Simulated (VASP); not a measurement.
# BeS (I-4m2) in VASP: further runs

Runs on BeS. Level: PBEsol. Tasks: single point.

All numbers are computed with VASP 6.6.1; they aren't measurements. Logs are shortened: lines on timing, memory, paths and dates and some standing lists are left out, and cuts for length are marked.

## Step 1: The cell of the first run

It takes space group I-4m2 (No. 119, tetragonal). The conventional cell has a = 3.569 Å, b = 3.569 Å, c = 4.659 Å, α = 90.00°, β = 90.00°, γ = 90.00°. Within 2.8 Å of Be (site symmetry -4m2) lie 4 S at 2.13 Å. S (site symmetry -4m2) has 4 Be at 2.13 Å within 2.8 Å.

## Step 2: Single point, PBEsol (14.83 Å³/atom)

Contents of INCAR:

```
ALGO     = Normal         # electronic algorithm
EDIFF    = 1E-6           # SCF threshold, eV
ENCUT    = 520            # plane-wave cutoff, eV
GGA      = PS             # functional
ISIF     = 2              # what is computed and relaxed
ISMEAR   = 0              # smearing method
LASPH    = True           # aspherical terms in the spheres
LCHARG   = True           # write CHGCAR
LELF     = True           # ELF
LREAL    = False          # projectors in reciprocal space
LVHAR    = True         
LWAVE    = False          # write WAVECAR
NBANDS   = 11             # bands
NELM     = 100            # most SCF steps
PREC     = Accurate       # precision mode
SIGMA    = 0.05           # smearing width, eV
```

Contents of KPOINTS:

```
k-points
0
Gamma
  10 10 10
```

Contents of POSCAR:

```
BeS
1.0
    0.0000000000      2.3292738923      2.5235903491
    2.5235903491      0.0000000000      2.5235903491
    2.5235903491      2.3292738923      0.0000000000
Be S
1 1
Direct
    0.0000000000      0.0000000000      0.0000000000
    0.7500000000      0.7500000000      0.7500000000
```

Potentials or basis: VASP PAW PBE potentials, release 64 (Be, S).

On the command line:

```console
> cat potpaw_PBE.64/Be/POTCAR potpaw_PBE.64/S/POTCAR > POTCAR
> mpirun -np 1 vasp_std > vasp.out
```

OUTCAR:

```text
EDIFF = 1E-6
   ENCUT = 520
   GGA = PS
   ISIF = 2
   ISMEAR = 0
   LASPH = True
   LREAL = False
   NELM = 100
   PREC = Accurate

 ion  position               nearest neighbor table
   1  0.000  0.000  0.000-   2 2.13   2 2.13   2 2.13   2 2.13
   2  0.750  0.750  0.750-   1 2.13   1 2.13   1 2.13   1 2.13

  LATTYP: Found a body centered tetragonal cell.
 ALAT       =     3.5688956976
 C/A-ratio  =     1.3053191181

  Lattice vectors:

 A1 = (   0.0000000000,  -2.3292738923,   2.5235903491)
 A2 = (   0.0000000000,  -2.3292738923,  -2.5235903491)
 A3 = (   2.5235903491,   2.3292738923,   0.0000000000)

Analysis of symmetry for initial positions (statically):
=====================================================================
 Subroutine PRICEL returns:
 Original cell was already a primitive cell.

 Routine SETGRP: Setting up the symmetry group for a
 body centered tetragonal supercell.

 Subroutine GETGRP returns: Found  8 space group operations
 (whereof  8 operations were pure point group operations)
 out of a pool of 16 trial point group operations.

The static configuration has the point symmetry D_2d.

Analysis of symmetry for dynamics (positions and initial velocities):
=====================================================================
 Subroutine PRICEL returns:
 Original cell was already a primitive cell.

 Routine SETGRP: Setting up the symmetry group for a
 body centered tetragonal supercell.

 Subroutine GETGRP returns: Found  8 space group operations
 (whereof  8 operations were pure point group operations)
 out of a pool of 16 trial point group operations.

The dynamic configuration has the point symmetry D_2d.

 Subroutine INISYM returns: Found  8 space group operations
 (whereof  8 operations are pure point group operations),
 and found     1 'primitive' translations

----------------------------------------------------------------------------------------

                                     Primitive cell

  volume of cell :      29.6680

  direct lattice vectors                    reciprocal lattice vectors
     0.000000000  2.329273892  2.523590349    -0.198130414  0.214659170  0.198130414
     2.523590349  0.000000000  2.523590349     0.198130414 -0.214659170  0.198130414
     2.523590349  2.329273892  0.000000000     0.198130414  0.214659170 -0.198130414

  length of vectors
     3.434243019  3.568895698  3.434243019     0.352972918  0.352972918  0.352972918

  position of ions in fractional coordinates (direct lattice)
     0.000000000  0.000000000  0.000000000
     0.750000000  0.750000000  0.750000000

  ion indices of the primitive-cell ions
   primitive index   ion index
                 1           1
                 2           2

----------------------------------------------------------------------------------------

 KPOINTS: k-points

Automatic generation of k-mesh.
 Grid dimensions read from file:
 generate k-points for:   10   10   10

 Generating k-lattice:

  Cartesian coordinates                     Fractional coordinates (reciprocal lattice)
    -0.019813041  0.021465917  0.019813041     0.100000000  0.000000000 -0.000000000
     0.019813041 -0.021465917  0.019813041     0.000000000  0.100000000  0.000000000
     0.019813041  0.021465917 -0.019813041    -0.000000000  0.000000000  0.100000000

  Length of vectors
     0.035297292  0.035297292  0.035297292

  Shift w.r.t. Gamma in fractional coordinates (k-lattice)
     0.000000000  0.000000000  0.000000000

 Subroutine IBZKPT returns following result:
 ===========================================

 Found    102 irreducible k-points:

 Following reciprocal coordinates:
            Coordinates               Weight
  0.000000  0.000000  0.000000      1.000000
  0.100000  0.000000  0.000000      8.000000
  0.200000  0.000000  0.000000      8.000000
  0.300000  0.000000  0.000000      8.000000
  0.400000  0.000000  0.000000      8.000000
  0.500000  0.000000  0.000000      4.000000
[... 16 lines left out ...]
  0.300000  0.300000  0.000000      4.000000
  0.400000  0.300000  0.000000     16.000000
 [... further k-points ...]
   k-points           NKPTS =    102   k-points in BZ     NKDIM =    102   number of bands    NBANDS=     11
   number of dos      NEDOS =    301   number of ions     NIONS =      2
   total plane-waves  NPLWV =  21952
   dimension x,y,z NGX =    28 NGY =   28 NGZ =   28
   dimension x,y,z NGXF=    56 NGYF=   56 NGZF=   56
   ions per type =               1   1
   NGX,Y,Z   is equivalent  to a cutoff of  13.55, 13.04, 13.55 a.u.
   NGXF,Y,Z  is equivalent  to a cutoff of  27.11, 26.09, 27.11 a.u.
 SYSTEM =  unknown system
   PREC   = accura    normal or accurate (medium, high low for compatibility)
   ISTART =      0    job   : 0-new  1-cont  2-samecut
   ICHARG =      2    charge: 1-file 2-atom 10-const
   ISPIN  =      1    spin polarized calculation?
   LNONCOLLINEAR =      F non collinear calculations
   LSORBIT =      F    spin-orbit coupling
   LASPH  =      T    aspherical Exc in radial PAW
   ENCUT  =  520.0 eV  38.22 Ry    6.18 a.u.   6.39  6.64  6.39*2*pi/ulx,y,z
   NELM   =    100;   NELMIN=  2; NELMDL= -5     # of ELM steps
   EDIFF  = 0.1E-05   stopping-criterion for ELM
   LREAL  =      F    real-space projection
   EDIFFG = 0.1E-04   stopping-criterion for IOM
   NSW    =      0    number of steps for IOM
   IBRION =     -1    ionic relax: 0-MD 1-quasi-New 2-CG
   NFREE  =      0    steps in history (QN), initial steepest desc. (CG)
   ISIF   =      2    stress and relaxation
   ISYM   =      2    0-nonsym 1-usesym 2-fastsym
   POTIM  = 0.5000    time-step for ionic-motion
   TEBEG  =    0.0;   TEEND  =   0.0 temperature during run
   PSTRESS=    0.0 pullay stress
   NELECT =       8.0000    total number of electrons
   NUPDOWN=      -1.0000    fix difference up-down
   EMIN   =  10.00;   EMAX   =-10.00  energy-range for DOS
   EFERMI =   0.00;   METHOD = LEGACY
   ISMEAR =     0;   SIGMA  =   0.05  broadening in eV -4-tet -1-fermi 0-gaus
   EFERMI_NEDOS =   21; number of points for ismear=-14 and -15
   IALGO  =     38    algorithm
   IMIX   =      4    mixing-type and parameters
     AMIX     =   0.40;   BMIX     =  1.00
     AMIX_MAG =   1.60;   BMIX_MAG =  1.00
  volume/ion in A,a.u.               =      14.83       100.10
  Fermi-wavevector in a.u.,A,eV,Ry     =   1.057650  1.998669 15.219804  1.118624
  Thomas-Fermi vector in A             =   2.192931
   LORBIT       =      0    0 simple, 1 ext, 2 COOP (PROOUT), +10 PAW based schemes
   GGA     = PS    functional components
   LHFCALC =     F    Hartree Fock is set to
   AEXX    =    0.0000 exact exchange contribution
   IVDW    =     0    specifies the selected vdW correction
   LEPSILON=     F    determine dielectric tensor
   LRPA    =     F    only Hartree local field effects (RPA)
 non-spin polarized calculation
 Gauss-broadening in eV      SIGMA  =   0.05
  energy-cutoff  :      520.00
  volume of cell :       29.67
 maximum number of plane-waves:       821
 NGX is ok and might be reduce to    28
   NGX = 13   NGY = 13   NGZ = 13

 number of electron       7.9999999 magnetization

 Free energy of the ion-electron system (eV)
  ---------------------------------------------------
  ext. energy  EPLUGINS =         0.00000000
  ---------------------------------------------------
  free energy    TOTEN  =       -10.51443301 eV

  energy without entropy =      -10.51443301  energy(sigma->0) =      -10.51443301

 E-fermi :   4.1950     XC(G=0):  -9.7462

 val. band max:        3.9865390394   @ k =   0.0000   0.0000   0.0000
 cond. band min:       6.4151242960   @ k =   0.5000   0.0000   0.5000
 fundamental gap:      2.4285852565
 Fermi energy:         4.1950028813

 k-point     1 :       0.0000    0.0000    0.0000
  band No.  band energies     occupation
      1      -9.7026      2.00000
      2       3.6343      2.00000
      3       3.6343      2.00000
      4       3.9865      2.00000
      5       9.1039      0.00000
      6       9.3485      0.00000
      7       9.4568      0.00000
      8       9.4568      0.00000
      9      15.6197      0.00000
     10      17.0856      0.00000
     11      18.1538      0.00000

 k-point     2 :       0.1000    0.0000    0.0000
  band No.  band energies     occupation
      1      -9.5926      2.00000
      2       2.9250      2.00000
      3       3.4815      2.00000
      4       3.7904      2.00000
      5       9.1142      0.00000
      6       9.6164      0.00000
      7       9.6722      0.00000
      8      10.2072      0.00000
      9      15.2373      0.00000
     10      16.4147      0.00000
     11      18.1065      0.00000

 k-point     3 :       0.2000    0.0000    0.0000
  band No.  band energies     occupation
      1      -9.2795      2.00000
      2       1.3517      2.00000
      3       3.1337      2.00000
      4       3.5453      2.00000
      5       9.0188      0.00000
      6      10.0397      0.00000
      7      10.1715      0.00000
      8      11.8201      0.00000
      9      15.0352      0.00000
     10      15.7197      0.00000
     11      17.9227      0.00000

 k-point     4 :       0.3000    0.0000    0.0000
  band No.  band energies     occupation
      1      -8.8246      2.00000
      2      -0.2220      2.00000
      3       2.7761      2.00000
      4       3.3088      2.00000
      5       8.8913      0.00000
      6      10.1190      0.00000
      7      10.6443      0.00000
      8      13.3618      0.00000
      9      15.8164      0.00000
     10      15.8297      0.00000
     11      17.7236      0.00000

 k-point     5 :       0.4000    0.0000    0.0000
  band No.  band energies     occupation
      1      -8.3713      2.00000
      2      -1.4002      2.00000
      3       2.5267      2.00000
      4       3.1461      2.00000
      5       8.7777      0.00000
      6       9.9821      0.00000
      7      10.8346      0.00000
      8      14.3275      0.00000
      9      16.7481      0.00000
     10      17.4864      0.00000
     11      18.1471      0.00000
[... 211 lines left out ...]
 k-point    21 :      -0.3000    0.2000   -0.0000
  band No.  band energies     occupation
      1      -8.2305      2.00000
      2      -0.8477      2.00000
      3       0.9259      2.00000
      4       2.8668      2.00000
      5       9.6340      0.00000
      6      10.8622      0.00000
      7      11.7062      0.00000
      8      12.9747      0.00000
      9      15.1977      0.00000
     10      17.5141      0.00000
     11      20.1303      0.00000

 k-point    22 :      -0.2000    0.2000    0.0000
  band No.  band energies     occupation
      1      -8.6509      2.00000
      2       0.0037      2.00000
      3       1.4065      2.00000
      4       3.2424      2.00000
      5       9.7925      0.00000
      6      10.6424      0.00000
      7      11.1016      0.00000
      8      12.1030      0.00000
      9      14.5461      0.00000
     10      17.9516      0.00000
     11      19.2223      0.00000

 k-point    23 :       0.3000    0.3000    0.0000
  band No.  band energies     occupation
      1      -8.6006      2.00000
      2       0.2487      2.00000
      3       1.9838      2.00000
      4       2.1266      2.00000
      5       7.8806      0.00000
      6       9.7358      0.00000
      7      12.5547      0.00000
      8      13.8198      0.00000
      9      15.0843      0.00000
     10      18.2582      0.00000
     11      20.4632      0.00000

 k-point    24 :       0.4000    0.3000    0.0000
  band No.  band energies     occupation
      1      -8.2582      2.00000
      2      -0.4187      2.00000
      3       1.5063      2.00000
      4       1.8663      2.00000
      5       7.8916      0.00000
      6       9.7209      0.00000
      7      12.9776      0.00000
      8      14.3270      0.00000
      9      16.6005      0.00000
     10      18.6160      0.00000
     11      20.1286      0.00000

 [... further k-points ...]

------------------------ aborting loop because EDIFF is reached ----------------------------------------

  FORCE on cell =-STRESS in cart. coord.  units (eV):
  Direction    XX          YY          ZZ          XY          YZ          ZX
  --------------------------------------------------------------------------------------
  -------------------------------------------------------------------------------------
  Total       -1.1557205      0.0252318     -1.1557205      0.0000000      0.0000000      0.0000000
  in kB      -62.4130102      1.3626042    -62.4130102      0.0000000      0.0000000      0.0000000
  external PRESSURE =     -41.1544721 kB  Pullay stress =       0.0000000 kB

 VOLUME and BASIS-vectors are now :
 -----------------------------------------------------------------------------
  energy-cutoff  :      520.00
  volume of cell :       29.67
      direct lattice vectors                 reciprocal lattice vectors
     0.000000000  2.329273892  2.523590349    -0.198130414  0.214659170  0.198130414
     2.523590349  0.000000000  2.523590349     0.198130414 -0.214659170  0.198130414
     2.523590349  2.329273892  0.000000000     0.198130414  0.214659170 -0.198130414

 POSITION                                       TOTAL-FORCE (eV/Angst)
 -----------------------------------------------------------------------------------
      0.00000      0.00000      0.00000         0.000000      0.000000      0.000000
      3.78539      3.49391      3.78539        -0.000000     -0.000000     -0.000000
 -----------------------------------------------------------------------------------
    total drift:                                0.000000      0.000000      0.000000

  FREE ENERGIE OF THE ION-ELECTRON SYSTEM (eV)
  ---------------------------------------------------
  free  energy   TOTEN  =       -10.5144330119 eV

  energy  without entropy=      -10.5144330119  energy(sigma->0) =      -10.51443301
```

It took 93 s on 1 thread of Intel Xeon 8259CL, shared host; peak memory 0.17 GiB.

What came out:

* Free energy: -10.5144 eV
* Pressure: -4.1 GPa
* Band gap on the k mesh: 2.43 eV (least direct gap 5.12 eV)

Caveat: the cell stands under tension; the PAW data sets were made with another functional, which shifts forces and pressure a little.

## Step 3: Single point, PBEsol (14.83 Å³/atom)

Contents of INCAR:

```
PREC = Accurate
ENCUT = 520
EDIFF = 1E-7
ISMEAR = 0
SIGMA = 0.05
LREAL = False
LASPH = True
NELM = 80
ALGO = Normal
ISIF = 2
LWAVE = False
LCHARG = False
GGA = PS
NBANDS = 11
```

Contents of KPOINTS:

```
regular mesh
0
Gamma
  10 10 10
```

Contents of POSCAR:

```
BeS
1.0
    0.0000000000      2.3542745912      2.5101552310
    2.5101552310      0.0000000000      2.5101552310
    2.5101552310      2.3542745912      0.0000000000
Be S
1 1
Direct
    0.0000000000      0.0000000000      0.0000000000
    0.7500000000      0.7500000000      0.7500000000
```

Potentials or basis: VASP PAW PBE potentials, release 64 (Be, S).

On the command line:

```console
> cat potpaw_PBE.64/Be/POTCAR potpaw_PBE.64/S/POTCAR > POTCAR
> mpirun -np 1 vasp_std > vasp.out
```

OUTCAR:

```text
PREC = Accurate
   ENCUT = 520
   EDIFF = 1E-7
   ISMEAR = 0
   LREAL = False
   LASPH = True
   NELM = 80
   ISIF = 2
   GGA = PS

 ion  position               nearest neighbor table
   1  0.000  0.000  0.000-   2 2.13   2 2.13   2 2.13   2 2.13
   2  0.750  0.750  0.750-   1 2.13   1 2.13   1 2.13   1 2.13

  LATTYP: Found a body centered tetragonal cell.
 ALAT       =     3.5498955713
 C/A-ratio  =     1.3263909002

  Lattice vectors:

 A1 = (   0.0000000000,  -2.3542745912,   2.5101552310)
 A2 = (   0.0000000000,  -2.3542745912,  -2.5101552310)
[... 514 lines left out ...]
      7      13.1163      0.00000
      8      14.2283      0.00000
      9      16.6820      0.00000
     10      18.7405      0.00000
     11      20.1141      0.00000

 [... further k-points ...]
[... 5 lines left out ...]
  --------------------------------------------------------------------------------------
  -------------------------------------------------------------------------------------
  Total       -1.0809897     -0.1077090     -1.0809897     -0.0000000      0.0000000      0.0000000
  in kB      -58.3772838     -5.8166680    -58.3772838     -0.0000000      0.0000000      0.0000000
  external PRESSURE =     -40.8570785 kB  Pullay stress =       0.0000000 kB

 VOLUME and BASIS-vectors are now :
 -----------------------------------------------------------------------------
  energy-cutoff  :      520.00
  volume of cell :       29.67
      direct lattice vectors                 reciprocal lattice vectors
     0.000000000  2.354274591  2.510155231    -0.199190868  0.212379644  0.199190868
     2.510155231  0.000000000  2.510155231     0.199190868 -0.212379644  0.199190868
     2.510155231  2.354274591  0.000000000     0.199190868  0.212379644 -0.199190868

 POSITION                                       TOTAL-FORCE (eV/Angst)
 -----------------------------------------------------------------------------------
      0.00000      0.00000      0.00000         0.000000      0.000000      0.000000
      3.76523      3.53141      3.76523        -0.000000     -0.000000     -0.000000
 -----------------------------------------------------------------------------------
    total drift:                                0.000000      0.000000      0.000000

  FREE ENERGIE OF THE ION-ELECTRON SYSTEM (eV)
  ---------------------------------------------------
  free  energy   TOTEN  =       -10.5259474638 eV

  energy  without entropy=      -10.5259474638  energy(sigma->0) =      -10.52594746
```

stdout:

```text
POSCAR found type information on POSCAR BeS
 POSCAR found :  2 types and       2 ions
 scaLAPACK will be used
 -----------------------------------------------------------------------------
|                                                                             |
|                                                                             |
|     You enforced a specific xc type in the INCAR file but a different       |
|     I HOPE YOU KNOW WHAT YOU ARE DOING!                                     |
|                                                                             |
 -----------------------------------------------------------------------------

 LDA part: xc-table for (Slater+PW92), standard interpolation
 POSCAR, INCAR and KPOINTS ok, starting setup
 FFT: planning ... GRIDC
 FFT: planning ... GRID_SOFT
 FFT: planning ... GRID
 WAVECAR not read
 entering main loop
```

Run time: 1.8 min. Hardware: 1 thread of Intel Xeon 8259CL, shared host; peak memory 0.17 GiB.

Results:

| Quantity | Value |
| --- | --- |
| Free energy | -10.5259 eV |
| Pressure | -4.1 GPa |
| Band gap on the k mesh | 2.53 eV (least direct gap 5.17 eV) |

Caveat: the cell stands under tension; the PAW data sets were made with another functional, which shifts forces and pressure a little.

[end of part 1 of 2]
